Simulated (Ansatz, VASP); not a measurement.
## One calculation of Si4O, two programs

```xyz
5
Lattice="2.7756 0.0000 0.0000 -1.3878 2.4038 0.0000 0.0000 0.0000 9.8436" Properties=species:S:1:pos:R:3 pbc="T T T"
Si    0.0000    1.6025    8.2962
Si    0.0000    1.6025    3.9316
Si    1.3878    0.8013    1.5474
Si    1.3878    0.8013    5.9119
O     0.0000    0.0000    0.0000
```

Change from the starting cell: species swapped into the Co4H type (P-3m1, No. 164).

Alike in both runs: task relaxation of cell and atoms; functional PBE; k mesh 18 × 18 × 4; occupations gaussian, width 0.1 eV; no spin polarisation.

|  | VASP | Ansatz |
| --- | --- | --- |
| version | VASP 6.6.1 | Ansatz 0.2.0 |
| potentials or method | VASP PAW PBE potentials, release 64 (Si, O), cutoff 600 eV | scalar-relativistic, plane waves, PAW |
| valence electrons in the cell | 22 | 22 |

|  | VASP | Ansatz | Ansatz less VASP |
| --- | --- | --- | --- |
| gap on the k mesh at the Fermi level, each at its own relaxed structure (eV) | none | none | - |
| relaxed volume (Å³/atom) | 12.98 | 12.98 | +0.002 |
| relaxed length of the cell vector where the two differ most in proportion (Å) | 2.696 | 2.696 | +0.0003 |

A gap of «none» marks a metal or a gap that the smearing closes.

Noted on VASP's run: too few bands were computed for a metal, which touches its energy and stress.
